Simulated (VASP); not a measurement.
# Hg (Pm-3m) in VASP: a series of runs, part 2 of 2

VASP 6.6.1. The steps go on from the part before.

## 4. Relaxation of cell and atoms, LDA, target pressure 9.5 GPa, at which the enthalpy is minimised

This run uses another cell than the first one, of 21.12 Å³/atom.

Contents of INCAR:

```
SYSTEM = Hg
  PREC = Accurate
  ENCUT = 600
  EDIFF = 1E-6
  ISMEAR = -1
  SIGMA = 0.1
  LREAL = .False.
  LASPH = .True.
  NELM = 80
  ALGO = Normal
  ISIF = 3
  LWAVE = .False.
  LCHARG = .False.
  GGA = CA
  IBRION = 2
  NSW = 60
  EDIFFG = -0.005
  PSTRESS = 95.0
```

Contents of KPOINTS:

```
Automatic mesh
0
Gamma
  14 14 14
  0 0 0
```

Contents of POSCAR:

```
Hg
1.0
    2.7640163979      0.0000000000      0.0000000000
    0.0000000000      2.7640163979      0.0000000000
    0.0000000000      0.0000000000      2.7640163979
Hg
1
Direct
    0.0000000000      0.0000000000      0.0000000000
```

Potentials or basis: VASP PAW LDA potentials, release 64 (Hg).

The run is started by

```console
cat potpaw_LDA.64/Hg/POTCAR > POTCAR
mpirun -np 1 vasp_std > vasp.out
```

OUTCAR:

```text
SYSTEM = Hg
   PREC = Accurate
   ENCUT = 600
   EDIFF = 1E-6
   ISMEAR = -1
   LREAL = .False.
   LASPH = .True.
   NELM = 80
   ISIF = 3
   GGA = CA
   IBRION = 2
   NSW = 60
   EDIFFG = -0.005
   PSTRESS = 95.0

 ion  position               nearest neighbor table
   1  0.000  0.000  0.000-

  LATTYP: Found a simple cubic cell.
 ALAT       =     2.7640163979

  Lattice vectors:

 A1 = (   2.7640163979,   0.0000000000,   0.0000000000)
 A2 = (   0.0000000000,   2.7640163979,   0.0000000000)
 A3 = (   0.0000000000,   0.0000000000,   2.7640163979)

Analysis of symmetry for initial positions (statically):
=====================================================================
 Subroutine PRICEL returns:
 Original cell was already a primitive cell.

 Routine SETGRP: Setting up the symmetry group for a
 simple cubic supercell.

 Subroutine GETGRP returns: Found 48 space group operations
 (whereof 48 operations were pure point group operations)
 out of a pool of 48 trial point group operations.

The static configuration has the point symmetry O_h .

Analysis of symmetry for dynamics (positions and initial velocities):
=====================================================================
 Subroutine PRICEL returns:
 Original cell was already a primitive cell.

 Routine SETGRP: Setting up the symmetry group for a
 simple cubic supercell.

 Subroutine GETGRP returns: Found 48 space group operations
 (whereof 48 operations were pure point group operations)
 out of a pool of 48 trial point group operations.

The dynamic configuration has the point symmetry O_h .

 Subroutine INISYM returns: Found 48 space group operations
 (whereof 48 operations are pure point group operations),
 and found     1 'primitive' translations

----------------------------------------------------------------------------------------

                                     Primitive cell

[... 123 lines left out ...]
 maximum number of plane-waves:       739
 NGX is ok and might be reduce to    24
   NGX = 11   NGY = 11   NGZ = 11

--------------------------------------- Ionic step        1  -------------------------------------------

 number of electron      12.0000002 magnetization

 Free energy of the ion-electron system (eV)
  ---------------------------------------------------
  ext. energy  EPLUGINS =         0.00000000
  ---------------------------------------------------
  free energy    TOTEN  =        -0.83959917 eV

  energy without entropy =       -0.82958099  energy(sigma->0) =       -0.83459008

------------------------ aborting loop because EDIFF is reached ----------------------------------------

  FORCE on cell =-STRESS in cart. coord.  units (eV):
  Direction    XX          YY          ZZ          XY          YZ          ZX
  --------------------------------------------------------------------------------------
  -------------------------------------------------------------------------------------
  Total        1.7446694      1.7446694      1.7446694      0.0000000     -0.0000000      0.0000000
  in kB      132.3737548    132.3737548    132.3737548      0.0000000     -0.0000000      0.0000000
  external PRESSURE =      37.3737548 kB  Pullay stress =      95.0000000 kB
[... 61 lines left out ...]
--------------------------------------- Ionic step        3  -------------------------------------------

 number of electron      11.9999999 magnetization

 Free energy of the ion-electron system (eV)
  ---------------------------------------------------
  ext. energy  EPLUGINS =         0.00000000
  ---------------------------------------------------
  free energy    TOTEN  =        -0.88696160 eV

  energy without entropy =       -0.87715565  energy(sigma->0) =       -0.88205863

 E-fermi :   3.3969     XC(G=0): -11.5180

 val. band max:        3.3821272669   @ k =   0.5000   0.4286   0.0000
 cond. band min:       3.4550767028   @ k =   0.5000   0.2143   0.2143
 fundamental gap:      0.0729494359
 Fermi energy:         3.3968725053

 k-point     1 :       0.0000    0.0000    0.0000
  band No.  band energies     occupation
      1      -6.7254      2.00000
      2      -5.8460      2.00000
      3      -5.8460      2.00000
      4      -2.6550      2.00000
      5      -2.6550      2.00000
      6      -2.6550      2.00000
      7      14.5001      0.00000
      8      14.5001      0.00000
      9      14.5001      0.00000
     10      18.8570      0.00000
[... 287 lines left out ...]
 k-point    24 :       0.3571    0.2143    0.0000
  band No.  band energies     occupation
      1      -5.4854      2.00000
      2      -4.5666      2.00000
      3      -4.2144      2.00000
      4      -3.4479      2.00000
      5      -2.9752      2.00000
      6      -1.6425      2.00000
      7       5.7634      0.00000
      8      11.9979      0.00000
      9      17.7752      0.00000
     10      19.5851      0.00000

 [... further k-points ...]

------------------------ aborting loop because EDIFF is reached ----------------------------------------

  FORCE on cell =-STRESS in cart. coord.  units (eV):
  Direction    XX          YY          ZZ          XY          YZ          ZX
  --------------------------------------------------------------------------------------
  -------------------------------------------------------------------------------------
  Total        1.2879106      1.2879106      1.2879106      0.0000000     -0.0000000      0.0000000
  in kB       94.7041943     94.7041943     94.7041943      0.0000000     -0.0000000      0.0000000
  external PRESSURE =      -0.2958057 kB  Pullay stress =      95.0000000 kB
[... 20 lines left out ...]
  energy  without entropy=       -0.8771556540  energy(sigma->0) =       -0.88205863

  enthalpy is  TOTEN    =         0.4049717428 eV   P V=        1.2919333440

 reached required accuracy - stopping structural energy minimisation
```

Wall time 15 s (1 thread of Intel Xeon 6975P-C (Granite Rapids), shared host); peak memory 0.16 GiB.

What came out:

```yaml
Free_energy: -0.8870 eV
Relaxed_volume: 21.79 Å³/atom
Relaxed_cell: a = 2.793 Å, b = 2.793 Å, c = 2.793 Å, α = 90.00°, β = 90.00°, γ = 90.00°
Space_group_after_relaxing_to_0.1_Å: Pm-3m (No. 221)
Energy_change_on_relaxing_the_run_minimises_the_enthalpy: -47.4 meV/atom
Ionic_steps: 3
Pressure_after_relaxing: 9.5 GPa
Band_gap_on_the_k_mesh: zero (bands 6 and 7 overlap by 7.61 eV)
```

Step by step:
```csv
step,energy change (eV),largest force (eV/Å),pressure (GPa),volume (Å³)
1,0.0000,0.0000,13.24,21.12
2,-0.0877,0.0000,5.56,22.66
3,-0.0474,0.0000,9.47,21.79
```

Final structure:
```xyz
1
Lattice="2.7930 0.0000 0.0000 0.0000 2.7930 0.0000 0.0000 0.0000 2.7930" Properties=species:S:1:pos:R:3 pbc="T T T"
Hg    0.0000    0.0000    0.0000
```

Caveat: the cell is relaxed towards a set pressure, so the run minimises the enthalpy, not the energy; spin-orbit coupling is left out, which moves the levels of the heavy elements.

## 5. Relaxation of cell and atoms, LDA, target pressure 9.5 GPa, at which the enthalpy is minimised

Contents of INCAR:

```
ALGO = Normal
EDIFF = 1E-7
EDIFFG = -0.005
ENCUT = 600
IBRION = 2
ISIF = 3
ISMEAR = -1
LASPH = T
LCHARG = F
LREAL = F
LWAVE = F
NELM = 60
NSW = 32
PREC = Accurate
PSTRESS = 95.0
SIGMA = 0.1
```

Contents of KPOINTS:

```
k-points
0
Gamma
  14 14 14
```

Contents of POSCAR:

```
Hg
1.0
    2.7804135862      0.0000000000      0.0000000000
    0.0000000000      2.7804135862      0.0000000000
    0.0000000000      0.0000000000      2.7804135862
Hg
1
Direct
    0.0000000000      0.0000000000      0.0000000000
```

The run is started by

```console
cat potpaw_LDA.64/Hg/POTCAR > POTCAR
mpirun -np 1 vasp_std > vasp.out
```

It took 15 s on 1 thread of Intel Xeon 6975P-C (Granite Rapids), shared host; peak memory 0.16 GiB.

The run converged. Its results:

* Free energy: -0.8869 eV
* Relaxed volume: 21.79 Å³/atom
* Relaxed cell: a = 2.793 Å, b = 2.793 Å, c = 2.793 Å, α = 90.00°, β = 90.00°, γ = 90.00°
* Space group after relaxing (to 0.1 Å): Pm-3m (No. 221)
* Energy change on relaxing (the run minimises the enthalpy): -18.6 meV/atom
* Ionic steps: 3
* Pressure after relaxing: 9.5 GPa
* Band gap on the k mesh: zero (bands 6 and 7 overlap by 7.61 eV)

The path:
```csv
step,energy change (eV),largest force (eV/Å),pressure (GPa),volume (Å³)
1,0.0000,0.0000,11.03,21.49
2,-0.0377,0.0000,7.77,22.14
3,-0.0186,0.0000,9.49,21.79
```

Final structure:
```
Hg
1.0
     2.79289    0.00000    0.00000
     0.00000    2.79289    0.00000
     0.00000    0.00000    2.79289
Hg
1
Direct
  0.00000 0.00000 0.00000
```

Levels at points of the mesh, in eV from the Fermi level:
```tsv
k point	band 2	band 3	band 4	band 5	band 6	band 7	band 8	band 9	band 10
(0.00, 0.00, 0.00)	-9.24	-9.24	-6.05	-6.05	-6.05	11.10	11.10	11.10	15.46
(0.50, 0.00, 0.00)	-8.88	-7.08	-7.08	-5.96	-2.79	-2.35	14.96	15.95	15.95
(0.50, 0.50, 0.00)	-8.57	-6.91	-6.91	-5.17	1.14	1.14	1.99	8.08	19.09
(0.50, 0.50, 0.50)	-8.54	-8.54	-5.11	-5.11	5.26	5.26	5.26	7.32	8.49
```

Caveat: the cell is relaxed towards a set pressure, so the run minimises the enthalpy, not the energy; spin-orbit coupling is left out, which moves the levels of the heavy elements.

## 6. Summary

```tsv
task	cell	cutoff (eV)	gap on the mesh (eV)	pressure (GPa)
single point	a = 2.780 Å, 1 atom	520	none	10.9
relaxation of cell and atoms	relaxed to 9.5 GPa from a = 2.764 Å, 1 atom	600	none	9.5
relaxation of cell and atoms	relaxed to 9.5 GPa from a = 2.780 Å, 1 atom	600	none	9.5
```

Alike in all rows: level LDA; potentials or basis VASP PAW LDA potentials, release 64 (Hg); no spin polarisation; k mesh 14 × 14 × 14; smearing fermi-dirac 0.1 eV.

Caveats: spin-orbit coupling is left out, which moves the levels of the heavy elements; the cell is relaxed towards a set pressure, so the run minimises the enthalpy, not the energy (at least some runs); the cell stands under pressure (at least some runs).

Absolute energies hang on the potentials; compare differences alone.
